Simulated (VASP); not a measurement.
# P (Pm-3m) in VASP: notebook

Runs on P. Level: PBE+D3(BJ). Tasks: single point.

Program: VASP 6.6.1. These are calculated values, not measurements. Logs are shortened: lines on timing, memory, paths and dates and some standing lists are left out, and cuts for length are marked.

**1. The cell of the first run**

Symmetry: Pm-3m, No. 221, cubic system. The conventional cell has a = 2.407 Å, b = 2.407 Å, c = 2.407 Å, α = 90.00°, β = 90.00°, γ = 90.00°. P (site symmetry m-3m) has 6 P at 2.41 Å within 3.2 Å.

This isn't the form of P at room conditions, which is orthorhombic.

**2. Single point, PBE+D3(BJ)**

The input, INCAR:

```
SYSTEM = P
PREC = Accurate ; ENCUT = 520
EDIFF = 1E-6 ; ISMEAR = 0
SIGMA = 0.15 ; LREAL = .False.
LASPH = .True. ; NELM = 100
ALGO = Normal ; ISIF = 2
LWAVE = .False. ; LCHARG = .True.
GGA = PE ; IVDW = 12
LELF = .True. ; LVHAR = .True.
NBANDS = 8
```

The input, KPOINTS:

```
regular mesh
0
Gamma
  24 24 24
  0 0 0
```

The input, POSCAR:

```
P
1.0
    2.4072602648      0.0000000000      0.0000000000
    0.0000000000      2.4072602648      0.0000000000
    0.0000000000      0.0000000000      2.4073686085
P
1
Direct
    0.0000000000      0.0000000000      0.0000000000
```

Potentials or basis: VASP PAW PBE potentials, release 64 (P).

Command:

```sh
> cat potpaw_PBE.64/P/POTCAR > POTCAR
> mpirun -np 1 vasp_std > vasp.out
```

OUTCAR:

```text
SYSTEM = P
   PREC = Accurate
   ENCUT = 520
   EDIFF = 1E-6
   ISMEAR = 0
   LREAL = .False.
   LASPH = .True.
   NELM = 100
   ISIF = 2
   GGA = PE
   IVDW = 12
 IVDW          = 12

 ion  position               nearest neighbor table
   1  0.000  0.000  0.000-

  LATTYP: Found a simple tetragonal cell.
 ALAT       =     2.4072602648
 C/A-ratio  =     1.0000450071

  Lattice vectors:

 A1 = (   2.4072602648,   0.0000000000,   0.0000000000)
 A2 = (   0.0000000000,   2.4072602648,   0.0000000000)
 A3 = (   0.0000000000,   0.0000000000,   2.4073686085)

Analysis of symmetry for initial positions (statically):
=====================================================================
 Subroutine PRICEL returns:
 Original cell was already a primitive cell.

 Routine SETGRP: Setting up the symmetry group for a
 simple tetragonal supercell.

 Subroutine GETGRP returns: Found 16 space group operations
 (whereof 16 operations were pure point group operations)
 out of a pool of 16 trial point group operations.

The static configuration has the point symmetry D_4h.

Analysis of symmetry for dynamics (positions and initial velocities):
=====================================================================
 Subroutine PRICEL returns:
 Original cell was already a primitive cell.

 Routine SETGRP: Setting up the symmetry group for a
 simple tetragonal supercell.

 Subroutine GETGRP returns: Found 16 space group operations
 (whereof 16 operations were pure point group operations)
 out of a pool of 16 trial point group operations.

The dynamic configuration has the point symmetry D_4h.

 Subroutine INISYM returns: Found 16 space group operations
 (whereof 16 operations are pure point group operations),
 and found     1 'primitive' translations

----------------------------------------------------------------------------------------

                                     Primitive cell

  volume of cell :      13.9505

  direct lattice vectors                    reciprocal lattice vectors
     2.407260265  0.000000000  0.000000000     0.415410006  0.000000000  0.000000000
     0.000000000  2.407260265  0.000000000     0.000000000  0.415410006  0.000000000
     0.000000000  0.000000000  2.407368609     0.000000000  0.000000000  0.415391310

  length of vectors
     2.407260265  2.407260265  2.407368609     0.415410006  0.415410006  0.415391310

  position of ions in fractional coordinates (direct lattice)
     0.000000000  0.000000000  0.000000000

  ion indices of the primitive-cell ions
   primitive index   ion index
                 1           1

----------------------------------------------------------------------------------------

 KPOINTS: regular mesh

Automatic generation of k-mesh.
 Grid dimensions read from file:
 generate k-points for:   24   24   24

 Generating k-lattice:

  Cartesian coordinates                     Fractional coordinates (reciprocal lattice)
     0.017308750  0.000000000  0.000000000     0.041666667  0.000000000  0.000000000
     0.000000000  0.017308750  0.000000000     0.000000000  0.041666667  0.000000000
     0.000000000  0.000000000  0.017307971     0.000000000  0.000000000  0.041666667

  Length of vectors
     0.017308750  0.017308750  0.017307971

  Shift w.r.t. Gamma in fractional coordinates (k-lattice)
     0.000000000  0.000000000  0.000000000

 Subroutine IBZKPT returns following result:
 ===========================================

 Found   1183 irreducible k-points:

 Following reciprocal coordinates:
            Coordinates               Weight
  0.000000  0.000000  0.000000      1.000000
  0.041667  0.000000  0.000000      4.000000
  0.083333  0.000000  0.000000      4.000000
  0.125000  0.000000  0.000000      4.000000
  0.166667  0.000000  0.000000      4.000000
  0.208333  0.000000  0.000000      4.000000
[... 16 lines left out ...]
  0.416667  0.041667  0.000000      8.000000
  0.458333  0.041667  0.000000      8.000000
 [... further k-points ...]
   k-points           NKPTS =   1183   k-points in BZ     NKDIM =   1183   number of bands    NBANDS=      8
   number of dos      NEDOS =    301   number of ions     NIONS =      1
   total plane-waves  NPLWV =   5832
   dimension x,y,z NGX =    18 NGY =   18 NGZ =   18
   dimension x,y,z NGXF=    36 NGYF=   36 NGZF=   36
   ions per type =               1
   NGX,Y,Z   is equivalent  to a cutoff of  12.43, 12.43, 12.43 a.u.
   NGXF,Y,Z  is equivalent  to a cutoff of  24.86, 24.86, 24.86 a.u.
 SYSTEM =  P
   PREC   = accura    normal or accurate (medium, high low for compatibility)
   ISTART =      0    job   : 0-new  1-cont  2-samecut
   ICHARG =      2    charge: 1-file 2-atom 10-const
   ISPIN  =      1    spin polarized calculation?
   LNONCOLLINEAR =      F non collinear calculations
   LSORBIT =      F    spin-orbit coupling
   LASPH  =      T    aspherical Exc in radial PAW
   ENCUT  =  520.0 eV  38.22 Ry    6.18 a.u.   4.48  4.48  4.48*2*pi/ulx,y,z
   NELM   =    100;   NELMIN=  2; NELMDL= -5     # of ELM steps
   EDIFF  = 0.1E-05   stopping-criterion for ELM
   LREAL  =      F    real-space projection
[... 7 lines left out ...]
   TEBEG  =    0.0;   TEEND  =   0.0 temperature during run
   PSTRESS=    0.0 pullay stress
   NELECT =       5.0000    total number of electrons
   NUPDOWN=      -1.0000    fix difference up-down
   EMIN   =  10.00;   EMAX   =-10.00  energy-range for DOS
   EFERMI =   0.00;   METHOD = LEGACY
   ISMEAR =     0;   SIGMA  =   0.15  broadening in eV -4-tet -1-fermi 0-gaus
   EFERMI_NEDOS =   21; number of points for ismear=-14 and -15
   IALGO  =     38    algorithm
   IMIX   =      4    mixing-type and parameters
     AMIX     =   0.40;   BMIX     =  1.00
     AMIX_MAG =   1.60;   BMIX_MAG =  1.00
  volume/ion in A,a.u.               =      13.95        94.14
  Fermi-wavevector in a.u.,A,eV,Ry     =   1.162881  2.197526 18.399052  1.352292
  Thomas-Fermi vector in A             =   2.299437
   LORBIT       =      0    0 simple, 1 ext, 2 COOP (PROOUT), +10 PAW based schemes
   GGA     = PE    functional components
   LHFCALC =     F    Hartree Fock is set to
   AEXX    =    0.0000 exact exchange contribution
   IVDW    =    12    specifies the selected vdW correction
   LEPSILON=     F    determine dielectric tensor
   LRPA    =     F    only Hartree local field effects (RPA)
 non-spin polarized calculation
 Gauss-broadening in eV      SIGMA  =   0.15
  energy-cutoff  :      520.00
  volume of cell :       13.95
 maximum number of plane-waves:       389
 NGX is ok and might be reduce to    18

 number of electron       4.9999998 magnetization

 Free energy of the ion-electron system (eV)
  ---------------------------------------------------
  ext. energy  EPLUGINS =         0.00000000
  ---------------------------------------------------
  free energy    TOTEN  =        -5.26094165 eV

  energy without entropy =       -5.25692240  energy(sigma->0) =       -5.25893203

 E-fermi :  10.2610     XC(G=0): -11.4687

 val. band max:       10.2602983101   @ k =   0.2083   0.2083   0.2917
 cond. band min:      10.2616925932   @ k =   0.2083   0.1250   0.2083
 fundamental gap:      0.0013942831
 Fermi energy:        10.2610298940

 k-point     1 :       0.0000    0.0000    0.0000
  band No.  band energies     occupation
      1      -6.6810      2.00000
      2      15.5193      0.00000
      3      15.5213      0.00000
      4      15.5213      0.00000
      5      17.0065      0.00000
      6      17.0071      0.00000
      7      25.0684      0.00000
      8      35.2649      0.00000

 k-point     2 :       0.0417    0.0000    0.0000
  band No.  band energies     occupation
      1      -6.6400      2.00000
      2      14.5097      0.00000
      3      15.5520      0.00000
      4      15.5539      0.00000
      5      17.0395      0.00000
      6      17.9713      0.00000
      7      25.2063      0.00000
      8      34.9355      0.00000

 k-point     3 :       0.0833    0.0000    0.0000
  band No.  band energies     occupation
      1      -6.5170      2.00000
      2      12.9960      0.00000
      3      15.6494      0.00000
      4      15.6514      0.00000
      5      17.1370      0.00000
      6      19.3253      0.00000
      7      25.6333      0.00000
      8      34.0874      0.00000

 k-point     4 :       0.1250    0.0000    0.0000
  band No.  band energies     occupation
      1      -6.3127      2.00000
      2      11.4520      0.00000
      3      15.8105      0.00000
      4      15.8125      0.00000
      5      17.2970      0.00000
      6      20.5602      0.00000
      7      26.3733      0.00000
      8      32.9612      0.00000

 k-point     5 :       0.1667    0.0000    0.0000
  band No.  band energies     occupation
      1      -6.0281      2.00000
      2       9.9338      1.99796
      3      16.0329      0.00000
      4      16.0348      0.00000
      5      17.5155      0.00000
      6      21.6065      0.00000
      7      27.4106      0.00000
      8      31.7271      0.00000
[... 177 lines left out ...]
 k-point    22 :       0.3750    0.0417    0.0000
  band No.  band energies     occupation
      1      -3.4866      2.00000
      2       3.3415      2.00000
      3      16.9220      0.00000
      4      17.8450      0.00000
      5      19.8934      0.00000
      6      24.9619      0.00000
      7      26.2053      0.00000
      8      26.3571      0.00000

 k-point    23 :       0.4167    0.0417    0.0000
  band No.  band energies     occupation
      1      -2.8627      2.00000
      2       2.3350      2.00000
      3      17.2752      0.00000
      4      18.2019      0.00000
      5      20.1942      0.00000
      6      24.5419      0.00000
      7      25.4845      0.00000
      8      26.8050      0.00000

 k-point    24 :       0.4583    0.0417    0.0000
  band No.  band energies     occupation
      1      -2.3282      2.00000
      2       1.5706      2.00000
      3      17.5275      0.00000
      4      18.4592      0.00000
      5      20.4049      0.00000
      6      24.1271      0.00000
      7      25.0078      0.00000
      8      27.4639      0.00000

 [... further k-points ...]

------------------------ aborting loop because EDIFF is reached ----------------------------------------

 Edisp (eV)   -0.50651

 E8    (eV) :    -0.1914

  FORCE on cell =-STRESS in cart. coord.  units (eV):
  Direction    XX          YY          ZZ          XY          YZ          ZX
  --------------------------------------------------------------------------------------
  -------------------------------------------------------------------------------------
  Total      -0.03077    -0.03077    -0.03152     0.00000     0.00000     0.00000
  in kB      -3.53423    -3.53423    -3.61945     0.00000     0.00000     0.00000
  external pressure =       -3.56 kB  Pullay stress =        0.00 kB

 VOLUME and BASIS-vectors are now :
 -----------------------------------------------------------------------------
  energy-cutoff  :      520.00
  volume of cell :       13.95
      direct lattice vectors                 reciprocal lattice vectors
     2.407260265  0.000000000  0.000000000     0.415410006  0.000000000  0.000000000
     0.000000000  2.407260265  0.000000000     0.000000000  0.415410006  0.000000000
     0.000000000  0.000000000  2.407368609     0.000000000  0.000000000  0.415391310

 POSITION                                       TOTAL-FORCE (eV/Angst)
 -----------------------------------------------------------------------------------
      0.00000      0.00000      0.00000         0.000000      0.000000      0.000000
 -----------------------------------------------------------------------------------
    total drift:                                0.000000      0.000000      0.000000

  FREE ENERGIE OF THE ION-ELECTRON SYSTEM (eV)
  ---------------------------------------------------
  free  energy   TOTEN  =        -5.7674513461 eV

  energy  without entropy=       -5.7634320938  energy(sigma->0) =       -5.76544172
```

Wall time 46 s (1 thread of Intel Xeon Platinum 8488C (Sapphire Rapids), shared host); peak memory 0.22 GiB.

Results:

```yaml
Free_energy: -5.7675 eV
Pressure: -0.4 GPa
Band_gap_on_the_k_mesh: zero (an odd number of electrons rules out a gap without spin polarisation)
Dispersion_energy_per_atom: -0.507 eV
```

**3. Single point, PBE+D3(BJ)**

This run uses another cell than the first one: it holds 8 atoms, not 1.

The input, INCAR:

```
ALGO     = Normal         # electronic algorithm
EDIFF    = 1E-6           # SCF threshold, eV
ENCUT    = 520            # plane-wave cutoff, eV
GGA      = PE             # functional
ISIF     = 2              # what is computed and relaxed
ISMEAR   = 0              # smearing method
IVDW     = 12             # dispersion correction
LASPH    = T              # aspherical terms in the spheres
LCHARG   = T              # write CHGCAR
LELF     = T              # ELF
LREAL    = F              # projectors in reciprocal space
LVHAR    = T            
LWAVE    = F              # write WAVECAR
NBANDS   = 30             # bands
NELM     = 100            # most SCF steps
PREC     = Accurate       # precision mode
SIGMA    = 0.15           # smearing width, eV
```

The input, KPOINTS:

```
k-points
0
Gamma
  12 12 12
```

The input, POSCAR:

```
P
1.0
    0.0000000000     -4.8145205296      0.0000000000
   -4.8145205296      0.0000000000      0.0000000000
    0.0000000000      0.0000000000     -4.8147372170
P
8
Direct
    0.5000000000      0.5000000000      0.5000000000
    0.5000000000      0.5000000000      0.0000000000
    0.0000000000      0.5000000000      0.5000000000
    0.0000000000      0.5000000000      0.0000000000
    0.5000000000      0.0000000000      0.5000000000
    0.5000000000      0.0000000000      0.0000000000
    0.0000000000      0.0000000000      0.5000000000
    0.0000000000      0.0000000000      0.0000000000
```

Potentials or basis: VASP PAW PBE potentials, release 64 (P).

Command:

```sh
> cat potpaw_PBE.64/P/POTCAR > POTCAR
> mpirun -np 1 vasp_std > vasp.out
```

Wall time 3.5 min (1 thread of Intel Xeon Platinum 8488C (Sapphire Rapids), shared host); peak memory 0.51 GiB.

It converged, with:

```yaml
Free_energy: -46.1397 eV
Pressure: -0.4 GPa
Band_gap_on_the_k_mesh: zero (bands 20 and 21 overlap by 2.65 eV)
Dispersion_energy_per_atom: -0.507 eV
```

Levels at points of the mesh, in eV from the Fermi level:
```tsv
k point	band 16	band 17	band 18	band 19	band 20	band 21	band 22	band 23	band 24	band 25
(0.00, 0.00, 0.00)	-5.48	-2.23	-2.23	-2.23	-1.15	0.73	0.73	0.73	4.54	4.54
(0.50, 0.00, 0.00)	-4.26	-3.21	-3.21	0.53	0.53	0.53	0.53	2.11	2.11	4.92
(0.50, 0.50, 0.00)	-2.61	-1.09	-1.09	-1.09	-1.09	0.54	0.54	0.54	0.54	3.77
(0.00, 0.00, 0.50)	-4.26	-3.21	-3.21	0.53	0.53	0.53	0.53	2.11	2.11	4.92
(0.50, 0.00, 0.50)	-2.61	-1.09	-1.09	-1.09	-1.09	0.54	0.54	0.54	0.54	3.77
(0.50, 0.50, 0.50)	-1.42	-1.42	-1.42	-1.42	-1.42	-1.42	-1.42	-1.42	-1.42	1.62
```
